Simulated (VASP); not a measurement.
# S (Pm-3m) in VASP: notebook

S is run at these levels: PBEsol; tasks: single point.

All numbers are computed with VASP 6.6.1; they aren't measurements. Logs are shortened: lines on timing, memory, paths and dates and some standing lists are left out, and cuts for length are marked.

### Step 1. The cell of the first run

It takes space group Pm-3m (No. 221, cubic). Conventional cell: a = 1.871 Å, b = 1.871 Å, c = 1.871 Å, α = 90.00°, β = 90.00°, γ = 90.00°. Within 2.5 Å of S (site symmetry m-3m) lie 6 S at 1.87 Å.

This isn't the form of S at room conditions, which is orthorhombic, of S8 rings.

### Step 2. Single point, PBEsol (6.55 Å³/atom)

The input, INCAR:

```
SYSTEM = S
PREC = Accurate
ENCUT = 520
EDIFF = 1E-6
ISMEAR = -1
SIGMA = 0.05
LREAL = .False.
LASPH = .True.
NELM = 100
ALGO = Normal
ISIF = 2
LWAVE = .False.
LCHARG = .True.
GGA = PS
LELF = .True.
LVHAR = .True.
NBANDS = 9
```

The input, KPOINTS:

```
regular mesh
0
Gamma
  16 16 16
  0 0 0
```

The input, POSCAR:

```
S
1.0
    1.8709594982      0.0000000000      0.0000000000
    0.0000000000      1.8709594982      0.0000000000
    0.0000000000      0.0000000000      1.8709594982
S
1
Direct
    0.0000000000      0.0000000000      0.0000000000
```

Potentials or basis: VASP PAW PBE potentials, release 64 (S).

Started as:

```bash
$ cat potpaw_PBE.64/S/POTCAR > POTCAR
$ mpirun -np 1 vasp_std > vasp.out
```

OUTCAR:

```text
SYSTEM = S
   PREC = Accurate
   ENCUT = 520
   EDIFF = 1E-6
   ISMEAR = -1
   LREAL = .False.
   LASPH = .True.
   NELM = 100
   ISIF = 2
   GGA = PS

 ion  position               nearest neighbor table
   1  0.000  0.000  0.000-

  LATTYP: Found a simple cubic cell.
 ALAT       =     1.8709594982

  Lattice vectors:

 A1 = (   1.8709594982,   0.0000000000,   0.0000000000)
 A2 = (   0.0000000000,   1.8709594982,   0.0000000000)
 A3 = (   0.0000000000,   0.0000000000,   1.8709594982)

Analysis of symmetry for initial positions (statically):
=====================================================================
 Subroutine PRICEL returns:
 Original cell was already a primitive cell.

 Routine SETGRP: Setting up the symmetry group for a
 simple cubic supercell.

 Subroutine GETGRP returns: Found 48 space group operations
 (whereof 48 operations were pure point group operations)
 out of a pool of 48 trial point group operations.

The static configuration has the point symmetry O_h .

Analysis of symmetry for dynamics (positions and initial velocities):
=====================================================================
 Subroutine PRICEL returns:
 Original cell was already a primitive cell.

 Routine SETGRP: Setting up the symmetry group for a
 simple cubic supercell.

 Subroutine GETGRP returns: Found 48 space group operations
 (whereof 48 operations were pure point group operations)
 out of a pool of 48 trial point group operations.

The dynamic configuration has the point symmetry O_h .

 Subroutine INISYM returns: Found 48 space group operations
 (whereof 48 operations are pure point group operations),
 and found     1 'primitive' translations

----------------------------------------------------------------------------------------

                                     Primitive cell

  volume of cell :       6.5493

  direct lattice vectors                    reciprocal lattice vectors
     1.870959498  0.000000000  0.000000000     0.534485114  0.000000000  0.000000000
     0.000000000  1.870959498  0.000000000     0.000000000  0.534485114  0.000000000
     0.000000000  0.000000000  1.870959498     0.000000000  0.000000000  0.534485114

  length of vectors
     1.870959498  1.870959498  1.870959498     0.534485114  0.534485114  0.534485114

  position of ions in fractional coordinates (direct lattice)
     0.000000000  0.000000000  0.000000000

  ion indices of the primitive-cell ions
   primitive index   ion index
                 1           1

----------------------------------------------------------------------------------------

 KPOINTS: regular mesh

Automatic generation of k-mesh.
 Grid dimensions read from file:
 generate k-points for:   16   16   16

 Generating k-lattice:

  Cartesian coordinates                     Fractional coordinates (reciprocal lattice)
     0.033405320  0.000000000  0.000000000     0.062500000  0.000000000  0.000000000
     0.000000000  0.033405320  0.000000000     0.000000000  0.062500000  0.000000000
     0.000000000  0.000000000  0.033405320     0.000000000  0.000000000  0.062500000

  Length of vectors
     0.033405320  0.033405320  0.033405320

  Shift w.r.t. Gamma in fractional coordinates (k-lattice)
     0.000000000  0.000000000  0.000000000

 Subroutine IBZKPT returns following result:
 ===========================================

 Found    165 irreducible k-points:

 Following reciprocal coordinates:
            Coordinates               Weight
  0.000000  0.000000  0.000000      1.000000
  0.062500  0.000000  0.000000      6.000000
  0.125000  0.000000  0.000000      6.000000
  0.187500  0.000000  0.000000      6.000000
  0.250000  0.000000  0.000000      6.000000
  0.312500  0.000000  0.000000      6.000000
[... 16 lines left out ...]
  0.437500  0.125000  0.000000     24.000000
  0.500000  0.125000  0.000000     12.000000
 [... further k-points ...]
   k-points           NKPTS =    165   k-points in BZ     NKDIM =    165   number of bands    NBANDS=      9
   number of dos      NEDOS =    301   number of ions     NIONS =      1
   total plane-waves  NPLWV =   2744
   dimension x,y,z NGX =    14 NGY =   14 NGZ =   14
   dimension x,y,z NGXF=    28 NGYF=   28 NGZF=   28
   ions per type =               1
   NGX,Y,Z   is equivalent  to a cutoff of  12.44, 12.44, 12.44 a.u.
   NGXF,Y,Z  is equivalent  to a cutoff of  24.88, 24.88, 24.88 a.u.
 SYSTEM =  S
   PREC   = accura    normal or accurate (medium, high low for compatibility)
   ISTART =      0    job   : 0-new  1-cont  2-samecut
   ICHARG =      2    charge: 1-file 2-atom 10-const
   ISPIN  =      1    spin polarized calculation?
   LNONCOLLINEAR =      F non collinear calculations
   LSORBIT =      F    spin-orbit coupling
   LASPH  =      T    aspherical Exc in radial PAW
   ENCUT  =  520.0 eV  38.22 Ry    6.18 a.u.   3.48  3.48  3.48*2*pi/ulx,y,z
   NELM   =    100;   NELMIN=  2; NELMDL= -5     # of ELM steps
   EDIFF  = 0.1E-05   stopping-criterion for ELM
   LREAL  =      F    real-space projection
[... 7 lines left out ...]
   TEBEG  =    0.0;   TEEND  =   0.0 temperature during run
   PSTRESS=    0.0 pullay stress
   NELECT =       6.0000    total number of electrons
   NUPDOWN=      -1.0000    fix difference up-down
   EMIN   =  10.00;   EMAX   =-10.00  energy-range for DOS
   EFERMI =   0.00;   METHOD = LEGACY
   ISMEAR =    -1;   SIGMA  =   0.05  broadening in eV -4-tet -1-fermi 0-gaus
   EFERMI_NEDOS =   21; number of points for ismear=-14 and -15
   IALGO  =     38    algorithm
   IMIX   =      4    mixing-type and parameters
     AMIX     =   0.40;   BMIX     =  1.00
     AMIX_MAG =   1.60;   BMIX_MAG =  1.00
  volume/ion in A,a.u.               =       6.55        44.20
  Fermi-wavevector in a.u.,A,eV,Ry     =   1.589989  3.004644 34.396425  2.528066
  Thomas-Fermi vector in A             =   2.688754
   LORBIT       =      0    0 simple, 1 ext, 2 COOP (PROOUT), +10 PAW based schemes
   GGA     = PS    functional components
   LHFCALC =     F    Hartree Fock is set to
   AEXX    =    0.0000 exact exchange contribution
   IVDW    =     0    specifies the selected vdW correction
   LEPSILON=     F    determine dielectric tensor
   LRPA    =     F    only Hartree local field effects (RPA)
 non-spin polarized calculation
  energy-cutoff  :      520.00
  volume of cell :        6.55
 maximum number of plane-waves:       186
 NGX is ok and might be reduce to    14
   NGX =  7   NGY =  7   NGZ =  7

 number of electron       6.0000000 magnetization

 Free energy of the ion-electron system (eV)
  ---------------------------------------------------
  ext. energy  EPLUGINS =         0.00000000
  ---------------------------------------------------
  free energy    TOTEN  =         1.66723175 eV

  energy without entropy =        1.66923484  energy(sigma->0) =        1.66823329

 E-fermi :  26.2090     XC(G=0): -15.5712

 val. band max:       26.1388638257   @ k =   0.3125   0.3125   0.3125
 cond. band min:      26.2443731887   @ k =   0.5000   0.4375   0.4375
 fundamental gap:      0.1055093630
 Fermi energy:        26.2090468309

 k-point     1 :       0.0000    0.0000    0.0000
  band No.  band energies     occupation
      1      -4.8264      2.00000
      2      29.5605      0.00000
      3      29.5605      0.00000
      4      32.2146      0.00000
      5      32.2146      0.00000
      6      32.2146      0.00000
      7      49.1306      0.00000
      8      62.5500      0.00000
      9      62.5500      0.00000

 k-point     2 :       0.0625    0.0000    0.0000
  band No.  band energies     occupation
      1      -4.6714      2.00000
      2      26.9381      0.00000
      3      29.6864      0.00000
      4      32.3415      0.00000
      5      32.3415      0.00000
      6      34.7304      0.00000
      7      49.5531      0.00000
      8      61.2519      0.00000
      9      61.2521      0.00000

 k-point     3 :       0.1250    0.0000    0.0000
  band No.  band energies     occupation
      1      -4.2073      2.00000
      2      23.3599      2.00000
      3      30.0583      0.00000
      4      32.7217      0.00000
      5      32.7217      0.00000
      6      37.9347      0.00000
      7      50.8438      0.00000
      8      58.4000      0.00000
      9      58.4000      0.00000

 k-point     4 :       0.1875    0.0000    0.0000
  band No.  band energies     occupation
      1      -3.4366      2.00000
      2      19.8191      2.00000
      3      30.6565      0.00000
      4      33.3539      0.00000
      5      33.3539      0.00000
      6      40.7466      0.00000
      7      52.9699      0.00000
      8      55.1473      0.00000
      9      55.1473      0.00000

 k-point     5 :       0.2500    0.0000    0.0000
  band No.  band energies     occupation
      1      -2.3640      2.00000
      2      16.4242      2.00000
      3      31.4418      0.00000
      4      34.2338      0.00000
      5      34.2338      0.00000
      6      43.0919      0.00000
      7      51.9390      0.00000
      8      51.9390      0.00000
      9      55.5433      0.00000

 k-point     6 :       0.3125    0.0000    0.0000
  band No.  band energies     occupation
      1      -0.9969      2.00000
      2      13.2239      2.00000
      3      32.3432      0.00000
      4      35.3495      0.00000
      5      35.3495      0.00000
      6      45.0841      0.00000
      7      48.9436      0.00000
      8      48.9436      0.00000
      9      55.8034      0.00000
[... 169 lines left out ...]
 k-point    21 :       0.3125    0.1250    0.0000
  band No.  band energies     occupation
      1      -0.3880      2.00000
      2      13.7410      2.00000
      3      27.0855      0.00000
      4      35.8456      0.00000
      5      37.8106      0.00000
      6      43.8575      0.00000
      7      48.8560      0.00000
      8      49.3956      0.00000
      9      57.5323      0.00000

 k-point    22 :       0.3750    0.1250    0.0000
  band No.  band energies     occupation
      1       1.2559      2.00000
      2      10.8043      2.00000
      3      28.2824      0.00000
      4      37.1525      0.00000
      5      37.8584      0.00000
      6      42.4010      0.00000
      7      46.7362      0.00000
      8      50.0047      0.00000
      9      56.9197      0.00000

 k-point    23 :       0.4375    0.1250    0.0000
  band No.  band energies     occupation
      1       3.1389      2.00000
      2       8.1367      2.00000
      3      29.3940      0.00000
      4      37.0291      0.00000
      5      38.5098      0.00000
      6      42.2067      0.00000
      7      44.5580      0.00000
      8      50.3410      0.00000
      9      56.9242      0.00000

 k-point    24 :       0.5000    0.1250    0.0000
  band No.  band energies     occupation
      1       4.6785      2.00000
      2       6.3343      2.00000
      3      29.9061      0.00000
      4      36.4875      0.00000
      5      39.2669      0.00000
      6      42.3317      0.00000
      7      43.5261      0.00000
      8      50.2804      0.00000
      9      57.8194      0.00000

 [... further k-points ...]

------------------------ aborting loop because EDIFF is reached ----------------------------------------

  FORCE on cell =-STRESS in cart. coord.  units (eV):
  Direction    XX          YY          ZZ          XY          YZ          ZX
  --------------------------------------------------------------------------------------
  -------------------------------------------------------------------------------------
  Total       15.8599340     15.8599340     15.8599340      0.0000000     -0.0000000      0.0000000
  in kB     3879.8845248   3879.8845248   3879.8845248      0.0000000     -0.0000000      0.0000000
  external PRESSURE =    3879.8845248 kB  Pullay stress =       0.0000000 kB

 VOLUME and BASIS-vectors are now :
 -----------------------------------------------------------------------------
  energy-cutoff  :      520.00
  volume of cell :        6.55
      direct lattice vectors                 reciprocal lattice vectors
     1.870959498  0.000000000  0.000000000     0.534485114  0.000000000  0.000000000
     0.000000000  1.870959498  0.000000000     0.000000000  0.534485114  0.000000000
     0.000000000  0.000000000  1.870959498     0.000000000  0.000000000  0.534485114

 POSITION                                       TOTAL-FORCE (eV/Angst)
 -----------------------------------------------------------------------------------
      0.00000      0.00000      0.00000         0.000000      0.000000      0.000000
 -----------------------------------------------------------------------------------
    total drift:                                0.000000      0.000000      0.000000

  FREE ENERGIE OF THE ION-ELECTRON SYSTEM (eV)
  ---------------------------------------------------
  free  energy   TOTEN  =         1.6672317452 eV

  energy  without entropy=        1.6692348380  energy(sigma->0) =        1.66823329
```

Run time: 8.8 s. Hardware: 1 thread of Intel Xeon 8259CL, shared host; peak memory 0.11 GiB.

Results:

```yaml
Free_energy: 1.6672 eV
Pressure: 388.0 GPa
Band_gap_on_the_k_mesh: zero (bands 3 and 4 overlap by 14.91 eV)
```

Caveat: the cell stands under pressure; the PAW data sets were made with another functional, which shifts forces and pressure a little.

### Step 3. Single point, PBEsol (8.19 Å³/atom)

This run uses another cell than the first one, of 8.19 Å³/atom.

The input, INCAR:

```
  ALGO = Normal
  EDIFF = 1E-6
  ENCUT = 520
  GGA = PS
  ISIF = 2
  ISMEAR = -1
  LASPH = True
  LCHARG = False
  LREAL = False
  LWAVE = False
  NBANDS = 9
  NELM = 60
  PREC = Accurate
  SIGMA = 0.05
```

The input, KPOINTS:

```
k-points
0
Gamma
  16 16 16
```

The input, POSCAR:

```
S
1.0
    2.0154300233      0.0000000000      0.0000000000
    0.0000000000      2.0154300233      0.0000000000
    0.0000000000      0.0000000000      2.0154300233
S
1
Direct
    0.0000000000      0.0000000000      0.0000000000
```

Potentials or basis: VASP PAW PBE potentials, release 64 (S).

Started as:

```bash
$ cat potpaw_PBE.64/S/POTCAR > POTCAR
$ mpirun -np 1 vasp_std > vasp.out
```

Wall time 6 s (1 thread of Intel Xeon 8259CL, shared host); peak memory 0.12 GiB.

It converged, with:

```
Free energy            : -1.0221 eV
Pressure               : 176.7 GPa
Band gap on the k mesh : zero (bands 3 and 4 overlap by 12.41 eV)
```

Levels at points of the mesh, in eV from the Fermi level:
```
           k point  band 1  band 2  band 3  band 4  band 5  band 6
(0.00, 0.00, 0.00)  -27.26    4.15    4.15    4.15    4.18    4.18
(0.50, 0.00, 0.00)  -20.18  -17.26    8.01    8.98    8.98   15.55
(0.50, 0.50, 0.00)  -12.26  -11.86  -11.86   -4.41   13.60   19.44
(0.50, 0.50, 0.50)   -6.87   -6.87   -6.87   -1.04    1.07    1.07
```

Caveat: the cell stands under pressure; the PAW data sets were made with another functional, which shifts forces and pressure a little.

### Step 4. Single point, PBEsol (9.82 Å³/atom)

This run uses another cell than the first one, of 9.82 Å³/atom.

The input, INCAR:

```
ALGO = Normal ; EDIFF = 1E-6
ENCUT = 520 ; GGA = PS
ISIF = 2 ; ISMEAR = -1
LASPH = True ; LCHARG = False
LREAL = False ; LWAVE = False
NBANDS = 9 ; NELM = 80
PREC = Accurate ; SIGMA = 0.05
```

KPOINTS is that of step 3.

The input, POSCAR:

```
S
1.0
    2.1417139849      0.0000000000      0.0000000000
    0.0000000000      2.1417139849      0.0000000000
    0.0000000000      0.0000000000      2.1417139849
S
1
Direct
    0.0000000000      0.0000000000      0.0000000000
```

Started as:

```bash
$ cat potpaw_PBE.64/S/POTCAR > POTCAR
$ mpirun -np 1 vasp_std > vasp.out
```

Run time: 7.5 s. Hardware: 1 thread of Intel Xeon 8259CL, shared host; peak memory 0.12 GiB.

It converged, with:

```
Free energy            : -2.3804 eV
Pressure               : 102.3 GPa
Band gap on the k mesh : zero (bands 3 and 4 overlap by 10.79 eV)
```

Levels at points of the mesh, in eV from the Fermi level:
| k point | band 1 | band 2 | band 3 | band 4 | band 5 | band 6 |
| --- | --- | --- | --- | --- | --- | --- |
| (0.00, 0.00, 0.00) | -24.41 | 3.05 | 3.05 | 3.05 | 4.90 | 4.90 |
| (0.50, 0.00, 0.00) | -18.61 | -14.82 | 6.76 | 6.76 | 8.20 | 14.79 |
| (0.50, 0.50, 0.00) | -12.26 | -10.37 | -10.37 | -2.57 | 10.21 | 18.09 |
| (0.50, 0.50, 0.50) | -6.33 | -6.33 | -6.33 | -4.03 | 2.22 | 2.22 |

Caveat: the cell stands under pressure; the PAW data sets were made with another functional, which shifts forces and pressure a little.

### Step 5. Summary

| cell | gap on the mesh (eV) | pressure (GPa) |
| --- | --- | --- |
| a = 1.871 Å, 1 atom | none | 388.0 |
| a = 2.015 Å, 1 atom | none | 176.7 |
| a = 2.142 Å, 1 atom | none | 102.3 |

Alike in all rows: task single point; level PBEsol; potentials or basis VASP PAW PBE potentials, release 64 (S); no spin polarisation; k mesh 16 × 16 × 16; cutoff (eV) 520; smearing fermi-dirac 0.05 eV.

Caveats: the cell stands under pressure; the PAW data sets were made with another functional, which shifts forces and pressure a little.

Total energies depend on the potentials used, so only differences within one code and one set of settings carry meaning.
